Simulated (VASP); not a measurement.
A run of VASP 6.6.1:

The input INCAR:

```
PREC = Accurate
ENCUT = 520
EDIFF = 1E-6
ISMEAR = 0
SIGMA = 0.05
LREAL = False
LASPH = True
NELM = 100
ALGO = Normal
ISIF = 2
LWAVE = False
LCHARG = False
GGA = PS
NBANDS = 20
```

Contents of KPOINTS:

```
regular mesh
0
Gamma
  12 12 2
```

File POSCAR:

```
WSe2
1.0
    3.3683602588      0.0000000000      0.0000000000
   -1.6841801294      2.9170855532      0.0000000000
    0.0000000000      0.0000000000     17.1610535863
W Se
1 2
Direct
    0.0000000000      0.0000000000      0.0000000000
    0.3333333333      0.6666666667      0.1003992715
    0.3333333333      0.6666666667      0.8996007285
```

Potentials or basis: VASP PAW PBE potentials, release 64 (W_sv, Se).

Run with:

```console
$ cat potpaw_PBE.64/W_sv/POTCAR potpaw_PBE.64/Se/POTCAR > POTCAR
$ mpirun -np 1 vasp_std > vasp.out
```

Hardware: 1 thread of Intel(R) Xeon(R) 6975P-C (Granite Rapids), with other jobs on the host.

Task: How long does it take, and how much memory?

Result: Wall time 82 s on 1 thread of Intel(R) Xeon(R) 6975P-C (Granite Rapids), on a shared host, peak memory 0.36 GiB. Counts: scf iterations 20, k points 38.
